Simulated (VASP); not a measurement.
# SnSe in VASP: further runs, part 2 of 2

VASP 6.6.1. Earlier steps stand in the parts before.

## Step 4: Single point, r2SCAN (the distance across one plane changed)

File POSCAR:

```
SnSe
1.0
   -4.2853274191      0.0000000000      0.0000000000
    0.0000000000     -4.2853274191      0.0000000000
    0.0000000000      0.0000000000     13.9906921300
Sn Se
2 2
Direct
    0.5000000000      0.0000000000      0.2924126635
    0.0000000000      0.5000000000      0.4931590600
    0.5000000000      0.0000000000      0.4839432039
    0.0000000000      0.5000000000      0.3016285196
```

File INCAR.step1:

```
SYSTEM = SnSe
ALGO = Normal
EDIFF = 1E-4
ENCUT = 520
GGA = PE
ISMEAR = 0
LASPH = .TRUE.
LCHARG = .FALSE.
LREAL = .FALSE.
LWAVE = .TRUE.
NBANDS = 28
NELM = 100
PREC = Accurate
SIGMA = 0.05
```

File INCAR.step2:

```
SYSTEM = SnSe
ALGO = Normal
EDIFF = 1E-6
ENCUT = 520
ISIF = 2
ISMEAR = 0
ISTART = 1
LASPH = .TRUE.
LCHARG = .FALSE.
LMIXTAU = .TRUE.
LREAL = .FALSE.
LWAVE = .FALSE.
METAGGA = R2SCAN
NBANDS = 28
NELM = 100
PREC = Accurate
SIGMA = 0.05
```

File KPOINTS:

```
k-points
0
G
  6 6 3
  0 0 0
```

Potentials or basis: VASP PAW PBE potentials, release 64 (Sn_d, Se).

Started as:

```sh
> cat potpaw_PBE.64/Sn_d/POTCAR potpaw_PBE.64/Se/POTCAR > POTCAR
> cp INCAR.step1 INCAR
> mpirun -np 1 vasp_std > vasp.out
> cp INCAR.step2 INCAR
> mpirun -np 1 vasp_std > vasp.out
```

OUTCAR:

```text
SYSTEM = SnSe
   EDIFF = 1E-6
   ENCUT = 520
   ISIF = 2
   ISMEAR = 0
   ISTART = 1
   LASPH = .TRUE.
   LREAL = .FALSE.
   METAGGA = R2SCAN
   NELM = 100
   PREC = Accurate

 ion  position               nearest neighbor table
   1  0.500  0.000  0.292-   3 2.68   4 3.03   4 3.03   4 3.03   4 3.03
   2  0.000  0.500  0.493-   4 2.68   3 3.03   3 3.03   3 3.03   3 3.03
   3  0.500  0.000  0.484-   1 2.68   2 3.03   2 3.03   2 3.03   2 3.03
   4  0.000  0.500  0.302-   2 2.68   1 3.03   1 3.03   1 3.03   1 3.03

  LATTYP: Found a simple tetragonal cell.
 ALAT       =     4.2853274191
 C/A-ratio  =     3.2647895392

  Lattice vectors:

 A1 = (  -4.2853274191,   0.0000000000,   0.0000000000)
 A2 = (   0.0000000000,  -4.2853274191,   0.0000000000)
 A3 = (   0.0000000000,   0.0000000000,  13.9906921300)

Analysis of symmetry for initial positions (statically):
=====================================================================
 Subroutine PRICEL returns:
 Original cell was already a primitive cell.

 Routine SETGRP: Setting up the symmetry group for a
[... 166 lines left out ...]
  free energy    TOTEN  =       -79.57202154 eV

  energy without entropy =      -79.57202154  energy(sigma->0) =      -79.57202154

 E-fermi :  -0.3439     XC(G=0):  -4.8830

 val. band max:       -0.6496688485   @ k =   0.3333   0.0000   0.3333
 cond. band min:       1.1242532536   @ k =   0.3333   0.0000   0.3333
 fundamental gap:      1.7739221021
 Fermi energy:        -0.3438977897

 k-point     1 :       0.0000    0.0000    0.0000
  band No.  band energies     occupation
      1     -22.4236      2.00000
      2     -22.4192      2.00000
      3     -22.4182      2.00000
      4     -22.4121      2.00000
      5     -22.3981      2.00000
      6     -22.3661      2.00000
[... 609 lines left out ...]
     27       6.3357      0.00000
     28       6.3357      0.00000

------------------------ aborting loop because EDIFF is reached ----------------------------------------

  FORCE on cell =-STRESS in cart. coord.  units (eV):
  Direction    XX          YY          ZZ          XY          YZ          ZX
  --------------------------------------------------------------------------------------
  -------------------------------------------------------------------------------------
  Total        0.0347146      0.0347146      0.0081869      0.0000000     -0.0000000      0.0000000
  in kB        0.2164789      0.2164789      0.0510533      0.0000000     -0.0000000      0.0000000
  external PRESSURE =       0.1613370 kB  Pullay stress =       0.0000000 kB

 VOLUME and BASIS-vectors are now :
 -----------------------------------------------------------------------------
  energy-cutoff  :      520.00
  volume of cell :      256.93
      direct lattice vectors                 reciprocal lattice vectors
    -4.285327419  0.000000000  0.000000000    -0.233354398  0.000000000  0.000000000
     0.000000000 -4.285327419  0.000000000     0.000000000 -0.233354398  0.000000000
     0.000000000  0.000000000 13.990692130     0.000000000  0.000000000  0.071476092

 POSITION                                       TOTAL-FORCE (eV/Angst)
 -----------------------------------------------------------------------------------
     -2.14266      0.00000      4.09106         0.000000     -0.000000     -0.017561
      0.00000     -2.14266      6.89964        -0.000000      0.000000      0.017561
     -2.14266      0.00000      6.77070         0.000000     -0.000000     -0.000741
      0.00000     -2.14266      4.21999         0.000000     -0.000000      0.000741
 -----------------------------------------------------------------------------------
    total drift:                               -0.000000     -0.000000     -0.000032

  FREE ENERGIE OF THE ION-ELECTRON SYSTEM (eV)
  ---------------------------------------------------
  free  energy   TOTEN  =       -79.5720215351 eV

  energy  without entropy=      -79.5720215351  energy(sigma->0) =      -79.57202154
```

Wall time 3.7 min (1 thread of Intel Xeon 6975P-C (Granite Rapids), shared host); peak memory 0.43 GiB.

Results:

```
Free energy            : -79.5720 eV
Largest force          : 0.018 eV/Å
Band gap on the k mesh : 1.77 eV
```

Forces in eV/Å, atoms in the order of the input:
```
Sn   0.000  0.000 -0.018
Sn   0.000  0.000  0.018
Se   0.000  0.000 -0.001
Se   0.000  0.000  0.001
```

Caveat: the cell differs from its parent crystal (the distance across one plane changed); the PAW data sets were made with another functional, which shifts forces and pressure a little; spin-orbit coupling is left out, which moves the levels of the heavy elements.

## Step 5: Single point, r2SCAN (the distance across one plane changed)

File POSCAR:

```
SnSe
1.0
   -4.2853274191      0.0000000000      0.0000000000
    0.0000000000     -4.2853274191      0.0000000000
    0.0000000000      0.0000000000     15.4906921300
Sn Se
2 2
Direct
    0.5000000000      0.0000000000      0.2640976604
    0.0000000000      0.5000000000      0.4454053132
    0.5000000000      0.0000000000      0.4370818500
    0.0000000000      0.5000000000      0.2724211236
```

File INCAR.step1:

```
ALGO = Normal ; EDIFF = 1E-4
ENCUT = 520 ; GGA = PE
ISMEAR = 0 ; LASPH = True
LCHARG = False ; LREAL = False
LWAVE = True ; NBANDS = 28
NELM = 100 ; PREC = Accurate
SIGMA = 0.05
```

File INCAR.step2:

```
ALGO = Normal ; EDIFF = 1E-6
ENCUT = 520 ; ISIF = 2
ISMEAR = 0 ; ISTART = 1
LASPH = True ; LCHARG = False
LMIXTAU = True ; LREAL = False
LWAVE = False ; METAGGA = R2SCAN
NBANDS = 28 ; NELM = 100
PREC = Accurate ; SIGMA = 0.05
```

File KPOINTS:

```
k-points
0
Gamma
  6 6 3
```

Started as:

```sh
> cat potpaw_PBE.64/Sn_d/POTCAR potpaw_PBE.64/Se/POTCAR > POTCAR
> cp INCAR.step1 INCAR
> mpirun -np 1 vasp_std > vasp.out
> cp INCAR.step2 INCAR
> mpirun -np 1 vasp_std > vasp.out
```

Run time: 5.3 min. Hardware: 1 thread of Intel Xeon 6975P-C (Granite Rapids), shared host; peak memory 0.44 GiB.

Results (log left out):

| Quantity | Value |
| --- | --- |
| Free energy | -79.5720 eV |
| Largest force | 0.018 eV/Å |
| Band gap on the k mesh | 1.77 eV |

Forces in eV/Å, atoms in the order of the input:
```
Sn   0.000  0.000 -0.018
Sn   0.000  0.000  0.018
Se   0.000  0.000 -0.001
Se   0.000  0.000  0.001
```

Levels at points of the mesh, in eV from the valence-band top:
| k point | band 17 | band 18 | band 19 | band 20 | band 21 | band 22 | band 23 | band 24 |
| --- | --- | --- | --- | --- | --- | --- | --- | --- |
| (0.00, 0.00, 0.00) | -3.17 | -1.81 | -1.81 | -0.30 | 1.85 | 4.23 | 4.37 | 4.77 |
| (0.50, 0.00, 0.00) | -1.63 | -1.63 | -0.13 | -0.13 | 1.84 | 1.84 | 2.32 | 2.32 |
| (0.50, 0.50, 0.00) | -3.32 | -3.32 | -1.77 | -1.77 | 4.00 | 4.00 | 5.21 | 5.21 |

Caveat: the cell differs from its parent crystal (the distance across one plane changed); the PAW data sets were made with another functional, which shifts forces and pressure a little; spin-orbit coupling is left out, which moves the levels of the heavy elements.

## Step 6: The runs side by side

```csv
cell,gap on the mesh (eV),largest force (eV/Å)
"a = 4.285, b = 4.285, c = 12.491 Å, 4 atoms",1.77,0.02
"a = 4.285, b = 4.285, c = 12.991 Å, 4 atoms",1.77,0.01
"a = 4.285, b = 4.285, c = 13.991 Å, 4 atoms",1.77,0.02
"a = 4.285, b = 4.285, c = 15.491 Å, 4 atoms",1.77,0.02
```

Alike in all rows: task single point; level r2SCAN; potentials or basis VASP PAW PBE potentials, release 64 (Sn_d, Se); no spin polarisation; k mesh 6 × 6 × 3; cutoff (eV) 520; smearing gaussian 0.05 eV.

Caveats: the PAW data sets were made with another functional, which shifts forces and pressure a little; spin-orbit coupling is left out, which moves the levels of the heavy elements.

Absolute energies hang on the potentials; compare differences alone.
